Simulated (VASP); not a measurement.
# Te (Pm-3m) in VASP: a series of runs, part 2 of 2

VASP 6.6.1.

## Step 3: Single point, PBE

Contents of INCAR:

```
PREC = Accurate
ENCUT = 520
EDIFF = 1E-6
ISMEAR = -1
SIGMA = 0.08
LREAL = F
LASPH = T
NELM = 80
ALGO = Normal
ISIF = 2
LWAVE = F
LCHARG = F
GGA = PE
NBANDS = 9
```

Contents of KPOINTS:

```
Automatic mesh
0
Gamma
  12 12 12
```

Contents of POSCAR:

```
Te
1.0
    2.8161304707      0.0000000000      0.0000000000
    0.0000000000      2.8161304707      0.0000000000
    0.0000000000      0.0000000000      2.8161304707
Te
1
Direct
    0.0000000000      0.0000000000      0.0000000000
```

Potentials or basis: VASP PAW PBE potentials, release 64 (Te).

Run with:

```
$ cat potpaw_PBE.64/Te/POTCAR > POTCAR
$ mpirun -np 1 vasp_std > vasp.out
```

Run time: 11 s. Hardware: 1 thread of Intel Xeon Platinum 8488C (Sapphire Rapids), shared host; peak memory 0.14 GiB.

It converged, with:

| Item | Value |
| --- | --- |
| Free energy | -2.0193 eV |
| Pressure | 46.6 GPa |
| Band gap on the k mesh | zero (band 3 reaches 16.62 eV, above the bottom of band 4 at 7.86 eV) |

Levels at points of the mesh, in eV from the Fermi level:
```
           k point  band 1  band 2  band 3  band 4  band 5  band 6  band 7  band 8
(0.00, 0.00, 0.00)  -17.46    1.42    1.42    1.42    5.42    5.42    8.08   19.17
(0.50, 0.00, 0.00)  -14.28   -9.62    4.07    4.07    8.02    9.80   10.40   11.08
(0.50, 0.50, 0.00)  -10.81   -7.09   -7.09   -0.33    6.91   12.61   12.61   13.58
(0.50, 0.50, 0.50)   -6.76   -4.68   -4.68   -4.68    2.87    2.87    2.87    5.26
```

Caveat: spin-orbit coupling is left out, which moves the levels of the heavy elements.

## Step 4: Single point, PBE

This run uses another cell than the first one, of 22.33 Å³/atom, 1.133 times its volume.

Contents of INCAR:

```
SYSTEM = Te
  PREC = Accurate
  ENCUT = 520
  EDIFF = 1E-7
  ISMEAR = -1
  SIGMA = 0.08
  LREAL = .False.
  LASPH = .True.
  NELM = 60
  ALGO = Normal
  ISIF = 2
  LWAVE = .False.
  LCHARG = .False.
  GGA = PE
  NBANDS = 9
```

Contents of KPOINTS:

```
regular mesh
0
Gamma
  12 12 12
  0 0 0
```

POSCAR is that of step 3.

Run with:

```
$ cat potpaw_PBE.64/Te/POTCAR > POTCAR
$ mpirun -np 1 vasp_std > vasp.out
```

Run time: 7.5 s. Hardware: 1 thread of Intel Xeon Platinum 8488C (Sapphire Rapids), shared host; peak memory 0.14 GiB.

It converged, with:

```
Free energy            : -2.0193 eV
Pressure               : 46.6 GPa
Band gap on the k mesh : zero (band 3 reaches 16.62 eV, above the bottom of band 4 at 7.86 eV)
```

Levels at points of the mesh, in eV from the Fermi level:
| k point | band 1 | band 2 | band 3 | band 4 | band 5 | band 6 |
| --- | --- | --- | --- | --- | --- | --- |
| (0.00, 0.00, 0.00) | -17.46 | 1.42 | 1.42 | 1.42 | 5.42 | 5.42 |
| (0.50, 0.00, 0.00) | -14.28 | -9.62 | 4.07 | 4.07 | 8.02 | 9.80 |
| (0.50, 0.50, 0.00) | -10.81 | -7.09 | -7.09 | -0.33 | 6.91 | 12.61 |
| (0.50, 0.50, 0.50) | -6.76 | -4.68 | -4.68 | -4.68 | 2.87 | 2.87 |

Caveat: spin-orbit coupling is left out, which moves the levels of the heavy elements.

## Step 5: Single point, PBE (volume scaled by 0.76)

Contents of INCAR:

```
PREC = Accurate ; ENCUT = 520
EDIFF = 1E-6 ; ISMEAR = -1
SIGMA = 0.08 ; LREAL = False
LASPH = True ; NELM = 100
ALGO = Normal ; ISIF = 2
LWAVE = False ; LCHARG = True
GGA = PE ; LELF = True
LVHAR = True ; NBANDS = 9
```

Contents of KPOINTS:

```
Automatic mesh
0
Gamma
  12 12 12
```

Contents of POSCAR:

```
Te
1.0
    2.9224987331      0.0000000000      0.0000000000
    0.0000000000      2.9224987331      0.0000000000
    0.0000000000      0.0000000000      2.9224987331
Te
1
Direct
    0.0000000000      0.0000000000      0.0000000000
```

Run with:

```
$ cat potpaw_PBE.64/Te/POTCAR > POTCAR
$ mpirun -np 1 vasp_std > vasp.out
```

It took 10 s on 1 thread of Intel Xeon Platinum 8488C (Sapphire Rapids), shared host; peak memory 0.14 GiB.

The run converged. Its results:

- Free energy: -2.6054 eV
- Pressure: 26.3 GPa
- Band gap on the k mesh: zero (band 3 reaches 14.13 eV, above the bottom of band 4 at 6.42 eV)

Levels at points of the mesh, in eV from the Fermi level:
```tsv
k point	band 1	band 2	band 3	band 4	band 5	band 6
(0.00, 0.00, 0.00)	-16.18	1.35	1.35	1.35	5.57	5.57
(0.50, 0.00, 0.00)	-13.49	-8.45	3.55	3.55	7.90	9.81
(0.50, 0.50, 0.00)	-10.61	-6.24	-6.24	0.45	5.82	12.62
(0.50, 0.50, 0.50)	-7.35	-4.16	-4.16	-4.16	3.35	3.35
```

Caveat: the cell differs from its parent crystal (volume scaled by 0.76); spin-orbit coupling is left out, which moves the levels of the heavy elements.

## Step 6: Single point, PBE (volume scaled by 0.84)

Contents of INCAR:

```
SYSTEM = Te
ALGO = Normal ; EDIFF = 1E-7
ENCUT = 520 ; GGA = PE
ISIF = 2 ; ISMEAR = -1
LASPH = .True. ; LCHARG = .False.
LREAL = .False. ; LWAVE = .False.
NBANDS = 9 ; NELM = 60
PREC = Accurate ; SIGMA = 0.08
```

Contents of KPOINTS:

```
k-points
0
Gamma
  12 12 12
  0 0 0
```

Contents of POSCAR:

```
Te
1.0
    3.0216412188      0.0000000000      0.0000000000
    0.0000000000      3.0216412188      0.0000000000
    0.0000000000      0.0000000000      3.0216412188
Te
1
Direct
    0.0000000000      0.0000000000      0.0000000000
```

Potentials or basis: VASP PAW PBE potentials, release 64 (Te).

Run with:

```
$ cat potpaw_PBE.64/Te/POTCAR > POTCAR
$ mpirun -np 1 vasp_std > vasp.out
```

OUTCAR:

```text
SYSTEM = Te
   EDIFF = 1E-7
   ENCUT = 520
   GGA = PE
   ISIF = 2
   ISMEAR = -1
   LASPH = .True.
   LREAL = .False.
   NELM = 60
   PREC = Accurate

 ion  position               nearest neighbor table
   1  0.000  0.000  0.000-

  LATTYP: Found a simple cubic cell.
 ALAT       =     3.0216412188

  Lattice vectors:

 A1 = (   3.0216412188,   0.0000000000,   0.0000000000)
 A2 = (   0.0000000000,   3.0216412188,   0.0000000000)
 A3 = (   0.0000000000,   0.0000000000,   3.0216412188)

[... 457 lines left out ...]
      1      -2.6732      2.00000
      2       3.2843      2.00000
      3       5.0852      2.00000
      4      11.9602      0.00000
      5      13.1802      0.00000
      6      18.7922      0.00000
      7      21.3174      0.00000
      8      21.4439      0.00000
      9      22.7915      0.00000

 [... further k-points ...]
[... 5 lines left out ...]
  --------------------------------------------------------------------------------------
  -------------------------------------------------------------------------------------
  Total        2.2875653      2.2875653      2.2875653     -0.0000000     -0.0000000     -0.0000000
  in kB      132.8481149    132.8481149    132.8481149     -0.0000000     -0.0000000     -0.0000000
  external PRESSURE =     132.8481149 kB  Pullay stress =       0.0000000 kB

 VOLUME and BASIS-vectors are now :
 -----------------------------------------------------------------------------
  energy-cutoff  :      520.00
  volume of cell :       27.59
      direct lattice vectors                 reciprocal lattice vectors
     3.021641219  0.000000000  0.000000000     0.330945975  0.000000000  0.000000000
     0.000000000  3.021641219  0.000000000     0.000000000  0.330945975  0.000000000
     0.000000000  0.000000000  3.021641219     0.000000000  0.000000000  0.330945975

 POSITION                                       TOTAL-FORCE (eV/Angst)
 -----------------------------------------------------------------------------------
      0.00000      0.00000      0.00000         0.000000      0.000000      0.000000
 -----------------------------------------------------------------------------------
    total drift:                               -0.000000      0.000000      0.000000

  FREE ENERGIE OF THE ION-ELECTRON SYSTEM (eV)
  ---------------------------------------------------
  free  energy   TOTEN  =        -2.9214225094 eV

  energy  without entropy=       -2.9085019339  energy(sigma->0) =       -2.91496222
```

Wall time 11 s (1 thread of Intel Xeon Platinum 8488C (Sapphire Rapids), shared host); peak memory 0.15 GiB.

Results:

| Quantity | Value |
| --- | --- |
| Free energy | -2.9214 eV |
| Pressure | 13.3 GPa |
| Band gap on the k mesh | zero (band 3 reaches 12.08 eV, above the bottom of band 4 at 5.24 eV) |

Caveat: the cell differs from its parent crystal (volume scaled by 0.84); spin-orbit coupling is left out, which moves the levels of the heavy elements.

## Step 7: Summary

```tsv
cell	gap on the mesh (eV)	pressure (GPa)
a = 2.701 Å, 1 atom	none	77.0
a = 2.816 Å, 1 atom	none	46.6
a = 2.922 Å, 1 atom	none	26.3
a = 3.022 Å, 1 atom	none	13.3
```

Alike in all rows: task single point; level PBE; potentials or basis VASP PAW PBE potentials, release 64 (Te); no spin polarisation; k mesh 12 × 12 × 12; cutoff (eV) 520; smearing fermi-dirac 0.08 eV.

Caveats: spin-orbit coupling is left out, which moves the levels of the heavy elements.

Total energies depend on the potentials used, so only differences within one code and one set of settings carry meaning.
